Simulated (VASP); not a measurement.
# KBr (Fm-3m) in VASP: single point with PBE

Aim: the single point of KBr with PBE.

Everything below comes from runs of VASP 6.6.1. Logs are shortened: lines on timing, memory, paths and dates and some standing lists are left out, and cuts for length are marked.

**1. The cell of the first run**

Symmetry: Fm-3m, No. 225, cubic system. Conventional cell: a = 6.700 Å, b = 6.700 Å, c = 6.700 Å, α = 90.00°, β = 90.00°, γ = 90.00°. Within 4.4 Å of K (site symmetry m-3m) lie 6 Br at 3.35 Å. Br (site symmetry m-3m) has 6 K at 3.35 Å within 4.4 Å.

**2. Single point, PBE**

File INCAR:

```
SYSTEM = KBr
ALGO = Normal
EDIFF = 1E-6
ENCUT = 520
GGA = PE
ISIF = 2
ISMEAR = 0
LASPH = .True.
LCHARG = .False.
LREAL = .False.
LWAVE = .False.
NBANDS = 15
NELM = 60
PREC = Accurate
SIGMA = 0.02
```

File KPOINTS:

```
k-points
0
Gamma
  6 6 6
  0 0 0
```

File POSCAR:

```
KBr
1.0
    0.0000000000      3.3499672376      3.3499672376
    3.3499672376      0.0000000000      3.3499672376
    3.3499672376      3.3499672376      0.0000000000
K Br
1 1
Direct
    0.0000000000      0.0000000000      0.0000000000
    0.5000000000      0.5000000000      0.5000000000
```

Potentials or basis: VASP PAW PBE potentials, release 64 (K_sv, Br).

The run is started by

```bash
> cat potpaw_PBE.64/K_sv/POTCAR potpaw_PBE.64/Br/POTCAR > POTCAR
> mpirun -np 1 vasp_std > vasp.out
```

OUTCAR:

```text
SYSTEM = KBr
   EDIFF = 1E-6
   ENCUT = 520
   GGA = PE
   ISIF = 2
   ISMEAR = 0
   LASPH = .True.
   LREAL = .False.
   NELM = 60
   PREC = Accurate

 ion  position               nearest neighbor table
   1  0.000  0.000  0.000-
   2  0.500  0.500  0.500-

  LATTYP: Found a face centered cubic cell.
 ALAT       =     6.6999344752

  Lattice vectors:

 A1 = (   0.0000000000,   3.3499672376,   3.3499672376)
 A2 = (   3.3499672376,   0.0000000000,   3.3499672376)
 A3 = (   3.3499672376,   3.3499672376,   0.0000000000)

Analysis of symmetry for initial positions (statically):
=====================================================================
 Subroutine PRICEL returns:
 Original cell was already a primitive cell.

 Routine SETGRP: Setting up the symmetry group for a
 face centered cubic supercell.

 Subroutine GETGRP returns: Found 48 space group operations
 (whereof 48 operations were pure point group operations)
 out of a pool of 48 trial point group operations.

The static configuration has the point symmetry O_h .

Analysis of symmetry for dynamics (positions and initial velocities):
=====================================================================
 Subroutine PRICEL returns:
 Original cell was already a primitive cell.

 Routine SETGRP: Setting up the symmetry group for a
 face centered cubic supercell.

 Subroutine GETGRP returns: Found 48 space group operations
 (whereof 48 operations were pure point group operations)
 out of a pool of 48 trial point group operations.

The dynamic configuration has the point symmetry O_h .

 Subroutine INISYM returns: Found 48 space group operations
 (whereof 48 operations are pure point group operations),
 and found     1 'primitive' translations

----------------------------------------------------------------------------------------

                                     Primitive cell

  volume of cell :      75.1885

  direct lattice vectors                    reciprocal lattice vectors
     0.000000000  3.349967238  3.349967238    -0.149255191  0.149255191  0.149255191
     3.349967238  0.000000000  3.349967238     0.149255191 -0.149255191  0.149255191
     3.349967238  3.349967238  0.000000000     0.149255191  0.149255191 -0.149255191

  length of vectors
     4.737569101  4.737569101  4.737569101     0.258517574  0.258517574  0.258517574

  position of ions in fractional coordinates (direct lattice)
     0.000000000  0.000000000  0.000000000
     0.500000000  0.500000000  0.500000000

  ion indices of the primitive-cell ions
   primitive index   ion index
                 1           1
                 2           2

----------------------------------------------------------------------------------------

 KPOINTS: k-points

Automatic generation of k-mesh.
 Grid dimensions read from file:
 generate k-points for:    6    6    6

 Generating k-lattice:

  Cartesian coordinates                     Fractional coordinates (reciprocal lattice)
    -0.024875865  0.024875865  0.024875865     0.166666667  0.000000000  0.000000000
     0.024875865 -0.024875865  0.024875865     0.000000000  0.166666667  0.000000000
     0.024875865  0.024875865 -0.024875865     0.000000000  0.000000000  0.166666667

  Length of vectors
     0.043086262  0.043086262  0.043086262

  Shift w.r.t. Gamma in fractional coordinates (k-lattice)
     0.000000000  0.000000000  0.000000000

 Subroutine IBZKPT returns following result:
 ===========================================

 Found     16 irreducible k-points:

 Following reciprocal coordinates:
            Coordinates               Weight
  0.000000  0.000000  0.000000      1.000000
  0.166667  0.000000  0.000000      8.000000
  0.333333  0.000000  0.000000      8.000000
  0.500000  0.000000  0.000000      4.000000
  0.166667  0.166667  0.000000      6.000000
  0.333333  0.166667  0.000000     24.000000
[... 8 lines left out ...]
 -0.333333  0.333333  0.166667     24.000000
 -0.333333  0.500000  0.166667     12.000000
   k-points           NKPTS =     16   k-points in BZ     NKDIM =     16   number of bands    NBANDS=     15
   number of dos      NEDOS =    301   number of ions     NIONS =      2
   total plane-waves  NPLWV =  46656
   dimension x,y,z NGX =    36 NGY =   36 NGZ =   36
   dimension x,y,z NGXF=    72 NGYF=   72 NGZF=   72
   ions per type =               1   1
   NGX,Y,Z   is equivalent  to a cutoff of  12.63, 12.63, 12.63 a.u.
   NGXF,Y,Z  is equivalent  to a cutoff of  25.27, 25.27, 25.27 a.u.
 SYSTEM =  KBr
   PREC   = accura    normal or accurate (medium, high low for compatibility)
   ISTART =      0    job   : 0-new  1-cont  2-samecut
   ICHARG =      2    charge: 1-file 2-atom 10-const
   ISPIN  =      1    spin polarized calculation?
   LNONCOLLINEAR =      F non collinear calculations
   LSORBIT =      F    spin-orbit coupling
   LASPH  =      T    aspherical Exc in radial PAW
   ENCUT  =  520.0 eV  38.22 Ry    6.18 a.u.   8.81  8.81  8.81*2*pi/ulx,y,z
   NELM   =     60;   NELMIN=  2; NELMDL= -5     # of ELM steps
   EDIFF  = 0.1E-05   stopping-criterion for ELM
   LREAL  =      F    real-space projection
   EDIFFG = 0.1E-04   stopping-criterion for IOM
   NSW    =      0    number of steps for IOM
   IBRION =     -1    ionic relax: 0-MD 1-quasi-New 2-CG
   NFREE  =      0    steps in history (QN), initial steepest desc. (CG)
   ISIF   =      2    stress and relaxation
   ISYM   =      2    0-nonsym 1-usesym 2-fastsym
   POTIM  = 0.5000    time-step for ionic-motion
   TEBEG  =    0.0;   TEEND  =   0.0 temperature during run
   PSTRESS=    0.0 pullay stress
   NELECT =      16.0000    total number of electrons
   NUPDOWN=      -1.0000    fix difference up-down
   EMIN   =  10.00;   EMAX   =-10.00  energy-range for DOS
   EFERMI =   0.00;   METHOD = LEGACY
   ISMEAR =     0;   SIGMA  =   0.02  broadening in eV -4-tet -1-fermi 0-gaus
   EFERMI_NEDOS =   21; number of points for ismear=-14 and -15
   IALGO  =     38    algorithm
   IMIX   =      4    mixing-type and parameters
     AMIX     =   0.40;   BMIX     =  1.00
     AMIX_MAG =   1.60;   BMIX_MAG =  1.00
  volume/ion in A,a.u.               =      37.59       253.70
  Fermi-wavevector in a.u.,A,eV,Ry     =   0.977382  1.846984 12.997309  0.955275
  Thomas-Fermi vector in A             =   2.108075
   LORBIT       =      0    0 simple, 1 ext, 2 COOP (PROOUT), +10 PAW based schemes
   GGA     = PE    functional components
   LHFCALC =     F    Hartree Fock is set to
   AEXX    =    0.0000 exact exchange contribution
   IVDW    =     0    specifies the selected vdW correction
   LEPSILON=     F    determine dielectric tensor
   LRPA    =     F    only Hartree local field effects (RPA)
 non-spin polarized calculation
 Gauss-broadening in eV      SIGMA  =   0.02
  energy-cutoff  :      520.00
  volume of cell :       75.19
 maximum number of plane-waves:      2085
   NGX = 17   NGY = 17   NGZ = 17

 number of electron      16.0000000 magnetization

 Free energy of the ion-electron system (eV)
  ---------------------------------------------------
  ext. energy  EPLUGINS =         0.00000000
  ---------------------------------------------------
  free energy    TOTEN  =        -6.22353966 eV

  energy without entropy =       -6.22353966  energy(sigma->0) =       -6.22353966

 E-fermi :  -1.7951     XC(G=0):  -7.1923

 val. band max:       -1.9133302865   @ k =   0.0000   0.0000   0.0000
 cond. band min:       2.4026393246   @ k =   0.0000   0.0000   0.0000
 fundamental gap:      4.3159696111
 Fermi energy:        -1.7951442811

 k-point     1 :       0.0000    0.0000    0.0000
  band No.  band energies     occupation
      1     -29.7936      2.00000
      2     -14.1530      2.00000
      3     -13.2674      2.00000
      4     -13.2674      2.00000
      5     -13.2674      2.00000
      6      -1.9133      2.00000
      7      -1.9133      2.00000
      8      -1.9133      2.00000
      9       2.4026      0.00000
     10       5.6774      0.00000
     11       5.6774      0.00000
     12       5.6774      0.00000
     13       6.4729      0.00000
     14       6.4729      0.00000
     15       9.5689      0.00000

 k-point     2 :       0.1667    0.0000    0.0000
  band No.  band energies     occupation
      1     -29.7925      2.00000
      2     -14.2020      2.00000
      3     -13.2686      2.00000
      4     -13.2686      2.00000
      5     -13.2032      2.00000
      6      -2.2509      2.00000
      7      -1.9921      2.00000
      8      -1.9921      2.00000
      9       3.0310      0.00000
     10       5.5285      0.00000
     11       5.9875      0.00000
     12       5.9875      0.00000
     13       6.8044      0.00000
     14       6.8044      0.00000
     15      10.4033      0.00000

 k-point     3 :       0.3333    0.0000    0.0000
  band No.  band energies     occupation
      1     -29.7903      2.00000
      2     -14.2850      2.00000
      3     -13.2710      2.00000
      4     -13.2710      2.00000
      5     -13.0895      2.00000
      6      -2.7825      2.00000
      7      -2.1408      2.00000
      8      -2.1408      2.00000
      9       4.1474      0.00000
     10       5.7001      0.00000
     11       6.8154      0.00000
     12       6.8154      0.00000
     13       7.6410      0.00000
     14       7.6410      0.00000
     15       9.3307      0.00000
[... 199 lines left out ...]
 k-point    15 :      -0.3333    0.3333    0.1667
  band No.  band energies     occupation
      1     -29.7882      2.00000
      2     -14.2042      2.00000
      3     -13.3077      2.00000
      4     -13.2967      2.00000
      5     -13.1479      2.00000
      6      -2.6820      2.00000
      7      -2.4052      2.00000
      8      -2.2761      2.00000
      9       5.2175      0.00000
     10       5.6021      0.00000
     11       6.4492      0.00000
     12       7.0837      0.00000
     13       8.2748      0.00000
     14       8.5518      0.00000
     15       8.9028      0.00000

 k-point    16 :      -0.3333    0.5000    0.1667
  band No.  band energies     occupation
      1     -29.7879      2.00000
      2     -14.1368      2.00000
      3     -13.3306      2.00000
      4     -13.3082      2.00000
      5     -13.2057      2.00000
      6      -2.5785      2.00000
      7      -2.3514      2.00000
      8      -2.3339      2.00000
      9       4.6802      0.00000
     10       5.8249      0.00000
     11       6.2629      0.00000
     12       7.1518      0.00000
     13       7.9548      0.00000
     14       8.7264      0.00000
     15       9.1802      0.00000

------------------------ aborting loop because EDIFF is reached ----------------------------------------

  FORCE on cell =-STRESS in cart. coord.  units (eV):
  Direction    XX          YY          ZZ          XY          YZ          ZX
  --------------------------------------------------------------------------------------
  -------------------------------------------------------------------------------------
  Total        0.0304820      0.0304820      0.0304820      0.0000000     -0.0000000      0.0000000
  in kB        0.6495343      0.6495343      0.6495343      0.0000000     -0.0000000      0.0000000
  external PRESSURE =       0.6495343 kB  Pullay stress =       0.0000000 kB

 VOLUME and BASIS-vectors are now :
 -----------------------------------------------------------------------------
  energy-cutoff  :      520.00
  volume of cell :       75.19
      direct lattice vectors                 reciprocal lattice vectors
     0.000000000  3.349967238  3.349967238    -0.149255191  0.149255191  0.149255191
     3.349967238  0.000000000  3.349967238     0.149255191 -0.149255191  0.149255191
     3.349967238  3.349967238  0.000000000     0.149255191  0.149255191 -0.149255191

 POSITION                                       TOTAL-FORCE (eV/Angst)
 -----------------------------------------------------------------------------------
      0.00000      0.00000      0.00000        -0.000000      0.000000     -0.000000
      3.34997      3.34997      3.34997         0.000000      0.000000      0.000000
 -----------------------------------------------------------------------------------
    total drift:                                0.000000      0.000000      0.000000

  FREE ENERGIE OF THE ION-ELECTRON SYSTEM (eV)
  ---------------------------------------------------
  free  energy   TOTEN  =        -6.2235396606 eV

  energy  without entropy=       -6.2235396606  energy(sigma->0) =       -6.22353966
```

It took 10 s on 1 thread of Intel Xeon Platinum 8559C (Emerald Rapids), shared host; peak memory 0.2 GiB.

Results:

```yaml
Free_energy: -6.2235 eV
Pressure: 0.1 GPa
Band_gap_on_the_k_mesh: 4.32 eV, direct
```

Levels at points of the mesh, in eV from the valence-band top:
```tsv
k point	band 4	band 5	band 6	band 7	band 8	band 9	band 10	band 11	band 12	band 13
(0.00, 0.00, 0.00)	-11.35	-11.35	0.00	0.00	0.00	4.32	7.59	7.59	7.59	8.39
(0.50, 0.00, 0.00)	-11.36	-11.12	-1.09	-0.30	-0.30	6.49	8.06	9.64	9.64	9.93
(0.50, 0.50, 0.00)	-11.38	-11.38	-0.77	-0.27	-0.27	5.91	7.03	9.26	9.29	9.51
```
